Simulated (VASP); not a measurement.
Crystal: SnO.

```xyz
4
Lattice="3.8137 0.0000 0.0000 0.0000 3.8137 0.0000 0.0000 0.0000 4.8869" Properties=species:S:1:pos:R:3 pbc="T T T"
Sn    1.9068    0.0000    3.7367
Sn    0.0000    1.9068    1.1503
O     0.0000    0.0000    0.0000
O     1.9068    1.9068    0.0000
```

```yaml
Program: VASP 6.6.1
Task: relaxation of cell and atoms
Functional: BLYP
Dispersion: D3(BJ)
Potentials_or_basis: VASP PAW PBE potentials, release 64 (Sn_d, O)
Cutoff: 600 eV
k_mesh: 7 × 7 × 6
Occupations: fermi-dirac, width 0.05 eV
Spin: no spin polarisation
```

At the start: pressure 3.7 GPa; volume 17.77 Å³/atom.

Task: How do energy, volume and symmetry change on relaxing?

Result: Over 11 steps the energy falls by 10.5 meV/atom and the volume is 17.97 Å³/atom (+1.1 %); space group P4/nmm (No. 129, to 0.1 Å) before and after.

The path:
| step | energy change (eV) | largest force (eV/Å) | pressure (GPa) | volume (Å³) |
| --- | --- | --- | --- | --- |
| 1 | 0.0000 | 0.6890 | 3.74 | 71.08 |
| 2 | -0.0021 | 0.6531 | -3.35 | 75.43 |
| 3 | -0.0365 | 0.0233 | -0.10 | 73.22 |
| 4 | -0.0365 | 0.0098 | -0.04 | 73.18 |
| 5 | -0.0383 | 0.0289 | -0.07 | 73.16 |
| 6 | -0.0396 | 0.0963 | -0.14 | 73.13 |
| 7 | -0.0407 | 0.0506 | -0.24 | 72.91 |
| 8 | -0.0417 | 0.0504 | -0.44 | 72.41 |
| 9 | -0.0422 | 0.0149 | -0.12 | 72.01 |
| 10 | -0.0421 | 0.0062 | 0.08 | 71.78 |
| 11 | -0.0422 | 0.0041 | -0.02 | 71.89 |

Final structure:
```
CELL_PARAMETERS angstrom
3.87437 0.00000 0.00000
0.00000 3.87437 0.00000
0.00000 0.00000 4.78934
ATOMIC_POSITIONS crystal
Sn 0.50000 0.00000 0.75710
Sn 0.00000 0.50000 0.24290
O 0.00000 0.00000 0.00000
O 0.50000 0.50000 0.00000
```

Caveat: the PAW data sets were made with another functional, which shifts forces and pressure a little.
